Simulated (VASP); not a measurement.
# TiO (P-62m) in VASP: notebook

TiO is run at these levels: PBEsol; tasks: single point.

Program: VASP 6.6.1. These are calculated values, not measurements. Logs are shortened: lines on timing, memory, paths and dates and some standing lists are left out, and cuts for length are marked.

## Step 1: The cell of the first run

The structure is hexagonal, space group P-62m (No. 189). Conventional cell: a = 4.989 Å, b = 4.989 Å, c = 2.873 Å, α = 90.00°, β = 90.00°, γ = 120.00°. Ti (site symmetry -6) has 6 O at 2.10 Å within 2.8 Å. Ti (site symmetry -62m) has 3 O at 1.97 Å within 2.6 Å. Within 2.6 Å of O (site symmetry m2m) lie 5 Ti at 1.97 to 2.10 Å.

## Step 2: Single point, PBEsol

File INCAR:

```
SYSTEM = TiO
ALGO = Normal
EDIFF = 1E-6
ENCUT = 520
GGA = PS
ISIF = 2
ISMEAR = 1
LASPH = .TRUE.
LCHARG = .FALSE.
LREAL = .FALSE.
LWAVE = .FALSE.
NBANDS = 36
NELM = 100
PREC = Accurate
SIGMA = 0.3
```

File KPOINTS:

```
k-points
0
G
  12 12 12
  0 0 0
```

File POSCAR:

```
TiO
1.0
    4.9890877720      0.0000000000      0.0000000000
   -2.4945438860      4.3206767523      0.0000000000
    0.0000000000      0.0000000000      2.8733134400
Ti O
3 3
Direct
    0.6666666667      0.3333333333      0.5000000000
    0.3333333333      0.6666666667      0.5000000000
    0.0000000000      0.0000000000      0.0000000000
    0.6055592400      0.6055592400      0.0000000000
    0.3944407600      0.0000000000      0.0000000000
    0.0000000000      0.3944407600      0.0000000000
```

Potentials or basis: VASP PAW PBE potentials, release 64 (Ti_sv, O).

On the command line:

```
cat potpaw_PBE.64/Ti_sv/POTCAR potpaw_PBE.64/O/POTCAR > POTCAR
mpirun -np 1 vasp_std > vasp.out
```

OUTCAR:

```text
SYSTEM = TiO
   EDIFF = 1E-6
   ENCUT = 520
   GGA = PS
   ISIF = 2
   ISMEAR = 1
   LASPH = .TRUE.
   LREAL = .FALSE.
   NELM = 100
   PREC = Accurate

 ion  position               nearest neighbor table
   1  0.667  0.333  0.500-   6 2.10   6 2.10   5 2.10   5 2.10   4 2.10   4 2.10   2 2.88   2 2.88
                             2 2.88
   2  0.333  0.667  0.500-   5 2.10   5 2.10   6 2.10   6 2.10   4 2.10   4 2.10   1 2.88   1 2.88
                             1 2.88
   3  0.000  0.000  0.000-   5 1.97   4 1.97   6 1.97
   4  0.606  0.606  0.000-   3 1.97   2 2.10   2 2.10   1 2.10   1 2.10
   5  0.394  0.000  0.000-   3 1.97   2 2.10   2 2.10   1 2.10   1 2.10
   6  0.000  0.394  0.000-   3 1.97   1 2.10   1 2.10   2 2.10   2 2.10

  LATTYP: Found a hexagonal cell.
 ALAT       =     4.9890877720
 C/A-ratio  =     0.5759196012

  Lattice vectors:

 A1 = (   4.9890877720,   0.0000000000,   0.0000000000)
 A2 = (  -2.4945438860,   4.3206767523,   0.0000000000)
 A3 = (   0.0000000000,   0.0000000000,   2.8733134400)

Analysis of symmetry for initial positions (statically):
=====================================================================
 Subroutine PRICEL returns:
 Original cell was already a primitive cell.

 Routine SETGRP: Setting up the symmetry group for a
 hexagonal supercell.

 Subroutine GETGRP returns: Found 12 space group operations
 (whereof 12 operations were pure point group operations)
 out of a pool of 24 trial point group operations.

The static configuration has the point symmetry D_3h.

Analysis of symmetry for dynamics (positions and initial velocities):
=====================================================================
 Subroutine PRICEL returns:
 Original cell was already a primitive cell.

 Routine SETGRP: Setting up the symmetry group for a
 hexagonal supercell.

 Subroutine GETGRP returns: Found 12 space group operations
 (whereof 12 operations were pure point group operations)
 out of a pool of 24 trial point group operations.

The dynamic configuration has the point symmetry D_3h.

 Subroutine INISYM returns: Found 12 space group operations
 (whereof 12 operations are pure point group operations),
 and found     1 'primitive' translations

----------------------------------------------------------------------------------------

                                     Primitive cell

  volume of cell :      61.9378

  direct lattice vectors                    reciprocal lattice vectors
     4.989087772  0.000000000  0.000000000     0.200437444  0.115722612  0.000000000
    -2.494543886  4.320676752  0.000000000     0.000000000  0.231445224  0.000000000
     0.000000000  0.000000000  2.873313440     0.000000000  0.000000000  0.348030252

  length of vectors
     4.989087772  4.989087772  2.873313440     0.231445224  0.231445224  0.348030252

  position of ions in fractional coordinates (direct lattice)
     0.666666667  0.333333333  0.500000000
     0.333333333  0.666666667  0.500000000
     0.000000000  0.000000000  0.000000000
     0.605559240  0.605559240  0.000000000
     0.394440760  0.000000000  0.000000000
     0.000000000  0.394440760  0.000000000

  ion indices of the primitive-cell ions
   primitive index   ion index
                 1           1
                 2           2
                 3           3
                 4           4
                 5           5
                 6           6

----------------------------------------------------------------------------------------

 KPOINTS: k-points

Automatic generation of k-mesh.
 Grid dimensions read from file:
 generate k-points for:   12   12   12

 Generating k-lattice:

  Cartesian coordinates                     Fractional coordinates (reciprocal lattice)
     0.016703120  0.009643551  0.000000000     0.083333333  0.000000000  0.000000000
     0.000000000  0.019287102  0.000000000     0.000000000  0.083333333  0.000000000
     0.000000000  0.000000000  0.029002521     0.000000000  0.000000000  0.083333333

  Length of vectors
     0.019287102  0.019287102  0.029002521

  Shift w.r.t. Gamma in fractional coordinates (k-lattice)
     0.000000000  0.000000000  0.000000000

 Subroutine IBZKPT returns following result:
 ===========================================

 Found    133 irreducible k-points:

 Following reciprocal coordinates:
            Coordinates               Weight
  0.000000  0.000000  0.000000      1.000000
  0.083333  0.000000  0.000000      6.000000
  0.166667  0.000000  0.000000      6.000000
  0.250000  0.000000  0.000000      6.000000
  0.333333  0.000000  0.000000      6.000000
  0.416667  0.000000  0.000000      6.000000
[... 16 lines left out ...]
  0.250000  0.000000  0.083333     12.000000
  0.333333  0.000000  0.083333     12.000000
 [... further k-points ...]
   k-points           NKPTS =    133   k-points in BZ     NKDIM =    133   number of bands    NBANDS=     36
   number of dos      NEDOS =    301   number of ions     NIONS =      6
   total plane-waves  NPLWV =  38400
   dimension x,y,z NGX =    40 NGY =   40 NGZ =   24
   dimension x,y,z NGXF=    80 NGYF=   80 NGZF=   48
   ions per type =               3   3
   NGX,Y,Z   is equivalent  to a cutoff of  13.33, 13.33, 13.89 a.u.
   NGXF,Y,Z  is equivalent  to a cutoff of  26.66, 26.66, 27.77 a.u.
 SYSTEM =  TiO
   PREC   = accura    normal or accurate (medium, high low for compatibility)
   ISTART =      0    job   : 0-new  1-cont  2-samecut
   ICHARG =      2    charge: 1-file 2-atom 10-const
   ISPIN  =      1    spin polarized calculation?
   LNONCOLLINEAR =      F non collinear calculations
   LSORBIT =      F    spin-orbit coupling
   LASPH  =      T    aspherical Exc in radial PAW
   ENCUT  =  520.0 eV  38.22 Ry    6.18 a.u.   9.28  9.28  5.34*2*pi/ulx,y,z
   NELM   =    100;   NELMIN=  2; NELMDL= -5     # of ELM steps
   EDIFF  = 0.1E-05   stopping-criterion for ELM
   LREAL  =      F    real-space projection
   EDIFFG = 0.1E-04   stopping-criterion for IOM
   NSW    =      0    number of steps for IOM
   IBRION =     -1    ionic relax: 0-MD 1-quasi-New 2-CG
   NFREE  =      0    steps in history (QN), initial steepest desc. (CG)
   ISIF   =      2    stress and relaxation
   ISYM   =      2    0-nonsym 1-usesym 2-fastsym
   POTIM  = 0.5000    time-step for ionic-motion
   TEBEG  =    0.0;   TEEND  =   0.0 temperature during run
   PSTRESS=    0.0 pullay stress
   NELECT =      54.0000    total number of electrons
   NUPDOWN=      -1.0000    fix difference up-down
   EMIN   =  10.00;   EMAX   =-10.00  energy-range for DOS
   EFERMI =   0.00;   METHOD = LEGACY
   ISMEAR =     1;   SIGMA  =   0.30  broadening in eV -4-tet -1-fermi 0-gaus
   EFERMI_NEDOS =   21; number of points for ismear=-14 and -15
   IALGO  =     38    algorithm
   IMIX   =      4    mixing-type and parameters
     AMIX     =   0.40;   BMIX     =  1.00
     AMIX_MAG =   1.60;   BMIX_MAG =  1.00
  volume/ion in A,a.u.               =      10.32        69.66
  Fermi-wavevector in a.u.,A,eV,Ry     =   1.563942  2.955423 33.278709  2.445916
  Thomas-Fermi vector in A             =   2.666639
   LORBIT       =      0    0 simple, 1 ext, 2 COOP (PROOUT), +10 PAW based schemes
   GGA     = PS    functional components
   LHFCALC =     F    Hartree Fock is set to
   AEXX    =    0.0000 exact exchange contribution
   IVDW    =     0    specifies the selected vdW correction
   LEPSILON=     F    determine dielectric tensor
   LRPA    =     F    only Hartree local field effects (RPA)
 non-spin polarized calculation
 Methfessel and Paxton  Order N= 1 SIGMA  =   0.30
  energy-cutoff  :      520.00
  volume of cell :       61.94
 maximum number of plane-waves:      1691
 NGX is ok and might be reduce to    40
   NGX = 19   NGY = 19   NGZ = 11

 number of electron      54.0000004 magnetization

 Free energy of the ion-electron system (eV)
  ---------------------------------------------------
  ext. energy  EPLUGINS =         0.00000000
  ---------------------------------------------------
  free energy    TOTEN  =       -56.83950299 eV

  energy without entropy =      -56.86434136  energy(sigma->0) =      -56.84778245

 E-fermi :  10.6121     XC(G=0): -12.6930

 val. band max:       10.6056242566   @ k =   0.2500   0.0000   0.5000
 cond. band min:      10.6794646343   @ k =   0.1667   0.0833   0.5000
 fundamental gap:      0.0738403778
 Fermi energy:        10.6121136531

 k-point     1 :       0.0000    0.0000    0.0000
  band No.  band energies     occupation
      1     -47.5115      2.00000
      2     -47.4301      2.00000
      3     -46.9655      2.00000
      4     -24.0779      2.00000
      5     -24.0779      2.00000
      6     -23.7820      2.00000
[... 28 lines left out ...]
     35      12.2812     -0.00000
     36      12.4686     -0.00000

 k-point     2 :       0.0833    0.0000    0.0000
  band No.  band energies     occupation
      1     -47.5102      2.00000
      2     -47.4313      2.00000
      3     -46.9656      2.00000
      4     -24.0837      2.00000
      5     -24.0776      2.00000
      6     -23.7747      2.00000
[... 28 lines left out ...]
     35      12.3004     -0.00000
     36      12.5657     -0.00000

 k-point     3 :       0.1667    0.0000    0.0000
  band No.  band energies     occupation
      1     -47.5065      2.00000
      2     -47.4348      2.00000
      3     -46.9659      2.00000
      4     -24.0986      2.00000
      5     -24.0736      2.00000
      6     -23.7652      2.00000
[... 28 lines left out ...]
     35      12.3553     -0.00000
     36      12.8315     -0.00000
[... 742 lines left out ...]
 k-point    23 :       0.2500    0.0000    0.0833
  band No.  band energies     occupation
      1     -47.4967      2.00000
      2     -47.4366      2.00000
      3     -46.9633      2.00000
      4     -24.1061      2.00000
      5     -24.0506      2.00000
      6     -23.8047      2.00000
[... 28 lines left out ...]
     35      12.3654     -0.00000
     36      12.8177     -0.00000

 k-point    24 :       0.3333    0.0000    0.0833
  band No.  band energies     occupation
      1     -47.4897      2.00000
      2     -47.4434      2.00000
      3     -46.9637      2.00000
      4     -24.1222      2.00000
      5     -24.0257      2.00000
      6     -23.8035      2.00000
[... 28 lines left out ...]
     35      12.4554     -0.00000
     36      12.6786     -0.00000

 [... further k-points ...]

------------------------ aborting loop because EDIFF is reached ----------------------------------------

  FORCE on cell =-STRESS in cart. coord.  units (eV):
  Direction    XX          YY          ZZ          XY          YZ          ZX
  --------------------------------------------------------------------------------------
  -------------------------------------------------------------------------------------
  Total       -1.7054560     -1.7054560     -2.5027350      0.0000000      0.0000000      0.0000000
  in kB      -44.1159028    -44.1159028    -64.7395271      0.0000000      0.0000000      0.0000000
  external PRESSURE =     -50.9904442 kB  Pullay stress =       0.0000000 kB

 VOLUME and BASIS-vectors are now :
 -----------------------------------------------------------------------------
  energy-cutoff  :      520.00
  volume of cell :       61.94
      direct lattice vectors                 reciprocal lattice vectors
     4.989087772  0.000000000  0.000000000     0.200437444  0.115722612  0.000000000
    -2.494543886  4.320676752  0.000000000     0.000000000  0.231445224  0.000000000
     0.000000000  0.000000000  2.873313440     0.000000000  0.000000000  0.348030252

 POSITION                                       TOTAL-FORCE (eV/Angst)
 -----------------------------------------------------------------------------------
      2.49454      1.44023      1.43666         0.000000     -0.000000      0.000000
     -0.00000      2.88045      1.43666         0.000000      0.000000      0.000000
      0.00000      0.00000      0.00000         0.000000     -0.000000      0.000000
      1.51059      2.61643      0.00000         0.008503      0.014727      0.000000
      1.96790      0.00000      0.00000        -0.017006     -0.000000      0.000000
     -0.98395      1.70425      0.00000         0.008503     -0.014727      0.000000
 -----------------------------------------------------------------------------------
    total drift:                               -0.000001     -0.000001      0.000001

  FREE ENERGIE OF THE ION-ELECTRON SYSTEM (eV)
  ---------------------------------------------------
  free  energy   TOTEN  =       -56.8395029947 eV

  energy  without entropy=      -56.8643413584  energy(sigma->0) =      -56.84778245
```

Run time: 2.5 min. Hardware: 1 thread of Intel Xeon 6975P-C (Granite Rapids), shared host; peak memory 0.34 GiB.

Results:

- Free energy: -56.8395 eV
- Pressure: -5.1 GPa
- Largest force: 0.017 eV/Å
- Band gap on the k mesh: zero (band 27 reaches 11.15 eV, above the bottom of band 28 at 9.73 eV)

Forces on the atoms (eV/Å):
```
Ti   0.000  0.000  0.000
Ti   0.000  0.000  0.000
Ti   0.000  0.000  0.000
O    0.009  0.015  0.000
O   -0.017  0.000  0.000
O    0.009 -0.015  0.000
```

Levels at points of the mesh, in eV from the Fermi level:
```csv
k point,band 24,band 25,band 26,band 27,band 28,band 29,band 30,band 31
"(0.00, 0.00, 0.00)",-5.57,-3.47,-0.89,-0.88,-0.88,0.23,0.23,0.72
"(0.50, 0.00, 0.00)",-5.28,-2.55,-2.13,-1.84,0.30,0.83,1.04,1.30
"(0.00, 0.00, 0.50)",-5.75,-2.01,-2.01,0.53,0.96,0.96,1.11,1.11
"(0.50, 0.00, 0.50)",-5.43,-2.06,-1.48,-0.59,0.43,0.57,1.52,1.55
```

Caveat: the PAW data sets were made with another functional, which shifts forces and pressure a little; semilocal functionals often make such compounds metallic where correlation or magnetic order opens a gap, which also shifts bond lengths.

## Step 3: Single point, PBEsol

File INCAR:

```
PREC     = Accurate       # precision mode
ENCUT    = 520            # plane-wave cutoff, eV
EDIFF    = 1E-6           # SCF threshold, eV
ISMEAR   = 1              # smearing method
SIGMA    = 0.01           # smearing width, eV
LREAL    = False          # projectors in reciprocal space
LASPH    = True           # aspherical terms in the spheres
NELM     = 80             # most SCF steps
ALGO     = Normal         # electronic algorithm
ISIF     = 2              # what is computed and relaxed
LWAVE    = False          # write WAVECAR
LCHARG   = False          # write CHGCAR
GGA      = PS             # functional
NBANDS   = 36             # bands
```

File KPOINTS:

```
Automatic mesh
0
Gamma
  12 12 12
```

POSCAR is that of step 2.

Potentials or basis: VASP PAW PBE potentials, release 64 (Ti_sv, O).

On the command line:

```
cat potpaw_PBE.64/Ti_sv/POTCAR potpaw_PBE.64/O/POTCAR > POTCAR
mpirun -np 1 vasp_std > vasp.out
```

It took 2.6 min on 1 thread of Intel Xeon 6975P-C (Granite Rapids), shared host; peak memory 0.34 GiB.

The run converged. Its results:

| Item | Value |
| --- | --- |
| Free energy | -56.8468 eV |
| Pressure | -5.0 GPa |
| Largest force | 0.016 eV/Å |
| Band gap on the k mesh | zero (band 27 reaches 11.15 eV, above the bottom of band 28 at 9.73 eV) |

Forces in eV/Å, atoms in the order of the input:
```
Ti   0.000  0.000  0.000
Ti   0.000  0.000  0.000
Ti   0.000  0.000  0.000
O    0.008  0.014  0.000
O   -0.016  0.000  0.000
O    0.008 -0.014  0.000
```

Stress tensor (GPa, compression positive):
```
-4.38  0.00  0.00
 0.00 -4.38  0.00
 0.00  0.00 -6.37
```

Levels at points of the mesh, in eV from the Fermi level:
| k point | band 23 | band 24 | band 25 | band 26 | band 27 | band 28 | band 29 | band 30 | band 31 | band 32 |
| --- | --- | --- | --- | --- | --- | --- | --- | --- | --- | --- |
| (0.00, 0.00, 0.00) | -5.86 | -5.53 | -3.42 | -0.84 | -0.83 | -0.83 | 0.28 | 0.28 | 0.77 | 0.77 |
| (0.50, 0.00, 0.00) | -6.01 | -5.24 | -2.50 | -2.08 | -1.79 | 0.35 | 0.88 | 1.09 | 1.35 | 1.35 |
| (0.00, 0.00, 0.50) | -5.71 | -5.71 | -1.97 | -1.97 | 0.58 | 1.00 | 1.00 | 1.16 | 1.16 | 1.81 |
| (0.50, 0.00, 0.50) | -6.43 | -5.38 | -2.02 | -1.44 | -0.54 | 0.48 | 0.62 | 1.57 | 1.59 | 1.82 |

Caveat: the PAW data sets were made with another functional, which shifts forces and pressure a little; semilocal functionals often make such compounds metallic where correlation or magnetic order opens a gap, which also shifts bond lengths.

## Step 4: Single point, PBEsol

This run uses another cell than the first one, of 10.06 Å³/atom, 0.975 times its volume.

File INCAR:

```
SYSTEM = TiO
PREC = Accurate
ENCUT = 520
EDIFF = 1E-6
ISMEAR = 0
SIGMA = 0.1
LREAL = .FALSE.
LASPH = .TRUE.
NELM = 100
ALGO = Normal
ISIF = 2
LWAVE = .FALSE.
LCHARG = .FALSE.
GGA = PS
NBANDS = 36
```

File KPOINTS:

```
Automatic mesh
0
G
  6 6 8
  0 0 0
```

File POSCAR:

```
TiO
1.0
    4.9562585592     -0.0000000859     -0.0000003073
   -2.4781293539      4.2922485022      0.0000004016
   -0.0000001770      0.0000001649      2.8385671976
Ti O
3 3
Direct
    0.6632095207      0.3303189776      0.5079057999
    0.3298761814      0.6636531164      0.5079063084
   -0.0034559106     -0.0030138630      0.0079037927
    0.6017029068      0.6021457063      0.0079053308
    0.3913847662     -0.0030139374      0.0079058438
   -0.0034558331      0.3918268973      0.0079045180
```

On the command line:

```
cat potpaw_PBE.64/Ti_sv/POTCAR potpaw_PBE.64/O/POTCAR > POTCAR
mpirun -np 1 vasp_std > vasp.out
```

Wall time 97 s (1 thread of AMD EPYC 9R45 (Zen 5), shared host); peak memory 0.17 GiB.

Results (log left out):

| Quantity | Value |
| --- | --- |
| Free energy | -56.8652 eV |
| Pressure | 0.8 GPa |
| Largest force | 0.011 eV/Å |
| Band gap on the k mesh | zero (band 27 reaches 11.58 eV, above the bottom of band 28 at 10.04 eV) |

Forces on the atoms (eV/Å):
```
Ti   0.000  0.000  0.000
Ti   0.000  0.000  0.000
Ti   0.000  0.000  0.000
O   -0.005 -0.009  0.000
O    0.011  0.000  0.000
O   -0.005  0.009  0.000
```

Stress tensor (GPa, compression positive):
```
0.81 0.00 0.00
0.00 0.81 0.00
0.00 0.00 0.68
```

Levels at points of the mesh, in eV from the Fermi level:
```tsv
k point	band 25	band 26	band 27	band 28	band 29	band 30
(0.00, 0.00, 0.00)	-3.46	-0.87	-0.85	-0.85	0.33	0.33
(0.50, 0.00, 0.00)	-2.53	-2.14	-1.83	0.42	0.94	1.14
(0.00, 0.00, 0.50)	-2.01	-2.01	0.69	1.07	1.07	1.22
(0.50, 0.00, 0.50)	-2.06	-1.44	-0.55	0.52	0.68	1.68
```

Caveat: the PAW data sets were made with another functional, which shifts forces and pressure a little; semilocal functionals often make such compounds metallic where correlation or magnetic order opens a gap, which also shifts bond lengths.

## Step 5: Summary

```tsv
cell	k mesh	smearing	gap on the mesh (eV)	pressure (GPa)	largest force (eV/Å)
a = 4.989, b = 4.989, c = 2.873 Å, angles 90.0, 90.0, 120.0°, 6 atoms	12 × 12 × 12	methfessel-paxton 0.3 eV	none	-5.1	0.02
a = 4.989, b = 4.989, c = 2.873 Å, angles 90.0, 90.0, 120.0°, 6 atoms	12 × 12 × 12	methfessel-paxton 0.01 eV	none	-5.0	0.02
a = 4.956, b = 4.956, c = 2.839 Å, angles 90.0, 90.0, 120.0°, 6 atoms	6 × 6 × 8	gaussian 0.1 eV	none	0.8	0.01
```

Alike in all rows: task single point; level PBEsol; potentials or basis VASP PAW PBE potentials, release 64 (Ti_sv, O); no spin polarisation; cutoff (eV) 520.

Caveats: the PAW data sets were made with another functional, which shifts forces and pressure a little; semilocal functionals often make such compounds metallic where correlation or magnetic order opens a gap, which also shifts bond lengths.

Total energies depend on the potentials used, so only differences within one code and one set of settings carry meaning.
